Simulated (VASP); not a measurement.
# TlBr (Pm-3m) in VASP: dielectric tensor with PBEsol+D3(BJ)

Aim: the dielectric tensor of TlBr with PBEsol+D3(BJ).

All numbers are computed with VASP 6.6.1; they aren't measurements. Logs are shortened: lines on timing, memory, paths and dates and some standing lists are left out, and cuts for length are marked.

## 1. The cell of the first run

The structure is cubic, space group Pm-3m (No. 221). The conventional cell has a = 3.980 Å, b = 3.980 Å, c = 3.980 Å, α = 90.00°, β = 90.00°, γ = 90.00°. Tl (site symmetry m-3m) has 8 Br at 3.45 Å and 6 Tl at 3.98 Å within 4.5 Å. Within 4.5 Å of Br (site symmetry m-3m) lie 8 Tl at 3.45 Å and 6 Br at 3.98 Å.

## 2. Dielectric tensor, PBEsol+D3(BJ)

Input file INCAR:

```
SYSTEM = TlBr
  ALGO = Normal
  EDIFF = 1E-8
  ENCUT = 400
  GGA = PS
  GGA_COMPAT = .False.
  ISIF = 2
  ISMEAR = 0
  IVDW = 12
  LASPH = .True.
  LCHARG = .False.
  LEPSILON = .True.
  LREAL = .False.
  LWAVE = .False.
  NELM = 120
  PREC = Accurate
  SIGMA = 0.01
```

Input file KPOINTS:

```
k-points
0
Gamma
  3 3 3
  0 0 0
```

Input file POSCAR:

```
TlBr
1.0
    3.9800000000      0.0000000000      0.0000000000
    0.0000000000      3.9800000000      0.0000000000
    0.0000000000      0.0000000000      3.9800000000
Tl Br
1 1
Direct
    0.0000000000      0.0000000000      0.0000000000
    0.5000000000      0.5000000000      0.5000000000
```

Potentials or basis: VASP PAW PBE potentials, release 64 (Tl_d, Br).

The run is started by

```
cat potpaw_PBE.64/Tl_d/POTCAR potpaw_PBE.64/Br/POTCAR > POTCAR
mpirun -np 1 vasp_std > vasp.out
```

OUTCAR:

```text
SYSTEM = TlBr
   EDIFF = 1E-8
   ENCUT = 400
   GGA = PS
   ISIF = 2
   ISMEAR = 0
   IVDW = 12
   LASPH = .True.
   LEPSILON = .True.
   LREAL = .False.
   NELM = 120
   PREC = Accurate
 IVDW          = 12

 ion  position               nearest neighbor table
   1  0.000  0.000  0.000-   2 3.45   2 3.45   2 3.45   2 3.45   2 3.45   2 3.45   2 3.45   2 3.45

   2  0.500  0.500  0.500-   1 3.45   1 3.45   1 3.45   1 3.45   1 3.45   1 3.45   1 3.45   1 3.45

  LATTYP: Found a simple cubic cell.
 ALAT       =     3.9800000000

  Lattice vectors:

 A1 = (   3.9800000000,   0.0000000000,   0.0000000000)
 A2 = (   0.0000000000,   3.9800000000,   0.0000000000)
 A3 = (   0.0000000000,   0.0000000000,   3.9800000000)

Analysis of symmetry for initial positions (statically):
=====================================================================
 Subroutine PRICEL returns:
 Original cell was already a primitive cell.

 Routine SETGRP: Setting up the symmetry group for a
 simple cubic supercell.

 Subroutine GETGRP returns: Found 48 space group operations
 (whereof 48 operations were pure point group operations)
 out of a pool of 48 trial point group operations.

The static configuration has the point symmetry O_h .

Analysis of symmetry for dynamics (positions and initial velocities):
=====================================================================
 Subroutine PRICEL returns:
 Original cell was already a primitive cell.

 Routine SETGRP: Setting up the symmetry group for a
 simple cubic supercell.

 Subroutine GETGRP returns: Found 48 space group operations
 (whereof 48 operations were pure point group operations)
 out of a pool of 48 trial point group operations.

The dynamic configuration has the point symmetry O_h .

 Subroutine INISYM returns: Found 48 space group operations
 (whereof 48 operations are pure point group operations),
 and found     1 'primitive' translations

----------------------------------------------------------------------------------------

                                     Primitive cell

  volume of cell :      63.0448

  direct lattice vectors                    reciprocal lattice vectors
     3.980000000  0.000000000  0.000000000     0.251256281  0.000000000  0.000000000
     0.000000000  3.980000000  0.000000000     0.000000000  0.251256281  0.000000000
     0.000000000  0.000000000  3.980000000     0.000000000  0.000000000  0.251256281

  length of vectors
     3.980000000  3.980000000  3.980000000     0.251256281  0.251256281  0.251256281

  position of ions in fractional coordinates (direct lattice)
     0.000000000  0.000000000  0.000000000
     0.500000000  0.500000000  0.500000000

  ion indices of the primitive-cell ions
   primitive index   ion index
                 1           1
                 2           2

----------------------------------------------------------------------------------------

 KPOINTS: k-points

Automatic generation of k-mesh.
 Grid dimensions read from file:
 generate k-points for:    3    3    3

 Generating k-lattice:

  Cartesian coordinates                     Fractional coordinates (reciprocal lattice)
     0.083752094  0.000000000  0.000000000     0.333333333  0.000000000  0.000000000
     0.000000000  0.083752094  0.000000000     0.000000000  0.333333333  0.000000000
     0.000000000  0.000000000  0.083752094     0.000000000  0.000000000  0.333333333

  Length of vectors
     0.083752094  0.083752094  0.083752094

  Shift w.r.t. Gamma in fractional coordinates (k-lattice)
     0.000000000  0.000000000  0.000000000

 Subroutine IBZKPT returns following result:
 ===========================================

 Found      4 irreducible k-points:
[... 52 lines left out ...]
   AEXX    =    0.0000 exact exchange contribution
   IVDW    =    12    specifies the selected vdW correction
   LEPSILON=     T    determine dielectric tensor
   LRPA    =     F    only Hartree local field effects (RPA)
 non-spin polarized calculation
 Gauss-broadening in eV      SIGMA  =   0.01
  energy-cutoff  :      400.00
  volume of cell :       63.04
 maximum number of plane-waves:      1189
 NGX is ok and might be reduce to    28
   NGX = 13   NGY = 13   NGZ = 13

--------------------------------------- Ionic step        1  -------------------------------------------

 number of electron      20.0000001 magnetization

 E-fermi :   1.6917     XC(G=0):  -9.1833

 val. band max:        1.6340999534   @ k =   0.3333   0.0000   0.0000
 cond. band min:       5.1930785835   @ k =   0.3333   0.0000   0.0000
 fundamental gap:      3.5589786301
 Fermi energy:         1.6916921431

 k-point     1 :       0.0000    0.0000    0.0000
  band No.  band energies     occupation
      1     -11.5041      2.00000
      2      -7.8186      2.00000
      3      -7.8186      2.00000
      4      -7.6394      2.00000
      5      -7.6394      2.00000
      6      -7.6394      2.00000
      7      -2.4658      2.00000
      8       0.9350      2.00000
      9       0.9350      2.00000
     10       0.9350      2.00000
     11       9.1196      0.00000
     12       9.1196      0.00000
     13       9.4177      0.00000
     14       9.4177      0.00000
[... 37 lines left out ...]
      1     -11.0941      2.00000
      2      -7.7377      2.00000
      3      -7.7377      2.00000
      4      -7.6750      2.00000
      5      -7.6434      2.00000
      6      -7.6434      2.00000
      7      -1.8882      2.00000
      8       0.2692      2.00000
      9       0.2692      2.00000
     10       0.8301      2.00000
     11       5.4748      0.00000
     12       5.4748      0.00000
     13       6.9014      0.00000
     14      12.3509      0.00000

  FORCE on cell =-STRESS in cart. coord.  units (eV):
  Direction    XX          YY          ZZ          XY          YZ          ZX
  --------------------------------------------------------------------------------------
  -------------------------------------------------------------------------------------
  Total      -1.04533    -1.04533    -1.04533     0.00000     0.00000     0.00000
  in kB     -26.56531   -26.56531   -26.56531     0.00000     0.00000     0.00000
  external pressure =      -26.57 kB  Pullay stress =        0.00 kB

 VOLUME and BASIS-vectors are now :
 -----------------------------------------------------------------------------
  energy-cutoff  :      400.00
  volume of cell :       63.04
      direct lattice vectors                 reciprocal lattice vectors
     3.980000000  0.000000000  0.000000000     0.251256281  0.000000000  0.000000000
     0.000000000  3.980000000  0.000000000     0.000000000  0.251256281  0.000000000
     0.000000000  0.000000000  3.980000000     0.000000000  0.000000000  0.251256281

 POSITION                                       TOTAL-FORCE (eV/Angst)
 -----------------------------------------------------------------------------------
      0.00000      0.00000      0.00000         0.000000      0.000000      0.000000
      1.99000      1.99000      1.99000         0.000000      0.000000      0.000000
 -----------------------------------------------------------------------------------
    total drift:                               -0.000000      0.000000      0.000000

  FREE ENERGIE OF THE ION-ELECTRON SYSTEM (eV)
  ---------------------------------------------------
  free  energy   TOTEN  =        -6.5398764398 eV

  energy  without entropy=       -6.5398764398  energy(sigma->0) =       -6.53987644

 HEAD OF MICROSCOPIC STATIC DIELECTRIC TENSOR (INDEPENDENT PARTICLE, excluding Hartree and local field effects)
 ------------------------------------------------------
           6.231708     0.000000    -0.000000
           0.000000     6.231708     0.000000
          -0.000000     0.000000     6.231708
 ------------------------------------------------------

 Free energy of the ion-electron system (eV)
  ---------------------------------------------------
  ---------------------------------------------------
  free energy    TOTEN  =        -0.89673665 eV

  energy without entropy =       -0.89673665

------------------------ aborting loop because EDIFF is reached ----------------------------------------

 Edisp (eV)   -0.52840

 E8    (eV) :    -0.3645
[... 7 lines left out ...]
 E8    (eV) :    -0.3645

--------------------------------------- Ionic step        3  -------------------------------------------

 Free energy of the ion-electron system (eV)
  ---------------------------------------------------
  ---------------------------------------------------
  free energy    TOTEN  =        -0.89673669 eV

  energy without entropy =       -0.89673669

------------------------ aborting loop because EDIFF is reached ----------------------------------------

 Edisp (eV)   -0.52840

 E8    (eV) :    -0.3645

 PIEZOELECTRIC TENSOR FIELD DIRECTION 3  (e Angst)
 -----------------------------------------------------------------------------
    -0.00382  0.00000  0.00000           (  0.00001  0.00000  0.00000)
     0.00000 -0.00382 -0.00000           (  0.00000  0.00001  0.00000)
     0.00000 -0.00000  0.00709           (  0.00000  0.00000 -0.00001)

 PIEZOELECTRIC TENSOR FIELD DIRECTION 3  (C/m^2)
 -----------------------------------------------------------------------------
    -0.00097  0.00000  0.00000
     0.00000 -0.00097 -0.00000
     0.00000 -0.00000  0.00180

 MACROSCOPIC STATIC DIELECTRIC TENSOR (including local field effects in DFT)
 ------------------------------------------------------
           5.687890     0.000000     0.000000
           0.000000     5.687890     0.000000
          -0.000000    -0.000000     5.687890
 ------------------------------------------------------

 PIEZOELECTRIC TENSOR (including local field effects)  for field in x, y, z        (e  Angst)
          XX          YY          ZZ          XY          YZ          ZX
  --------------------------------------------------------------------------------
  x     0.00000     0.00000     0.00000     0.00000     0.00000     0.00000
  y     0.00000     0.00000     0.00000     0.00000     0.00000     0.00000
  z     0.00000     0.00000     0.00000     0.00000     0.00000     0.00000

 PIEZOELECTRIC TENSOR (including local field effects)  for field in x, y, z        (C/m^2)
          XX          YY          ZZ          XY          YZ          ZX
  --------------------------------------------------------------------------------
  x     0.00000     0.00000     0.00000     0.00000     0.00000     0.00000
  y     0.00000     0.00000     0.00000     0.00000     0.00000     0.00000
  z     0.00000     0.00000     0.00000     0.00000     0.00000     0.00000

 BORN EFFECTIVE CHARGES (including local field effects) (in |e|, cummulative output)
 ---------------------------------------------------------------------------------
 ion    1
    1     2.11317    -0.00000    -0.00000
    2     0.00000     2.11317     0.00000
    3    -0.00000    -0.00000     2.11317
 ion    2
    1    -2.11317     0.00000     0.00000
    2    -0.00000    -2.11317    -0.00000
    3     0.00000     0.00000    -2.11317
```

Wall time 91 s (1 thread of Intel Xeon 8259CL, shared host); peak memory 0.17 GiB.

Results:

- Band gap on the k mesh: 3.56 eV, direct
- Electronic dielectric tensor (diagonal): 5.69
- Born charges (mean of the diagonal): Tl +2.11; Br -2.11 e
- Dispersion energy per atom: -0.264 eV

Electronic dielectric tensor:
```
5.69 0.00 0.00
0.00 5.69 0.00
0.00 0.00 5.69
```

Born effective charge tensors (e):
atom 1, Tl
```
2.11 0.00 0.00
0.00 2.11 0.00
0.00 0.00 2.11
```
atom 2, Br
```
-2.11  0.00  0.00
 0.00 -2.11  0.00
 0.00  0.00 -2.11
```

Caveat: the k points lie up to 0.53 Å⁻¹ apart; three body term missing; the PAW data sets were made with another functional, which shifts forces and pressure a little; spin-orbit coupling is left out, which moves the levels of the heavy elements. A k mesh can miss the band edges.
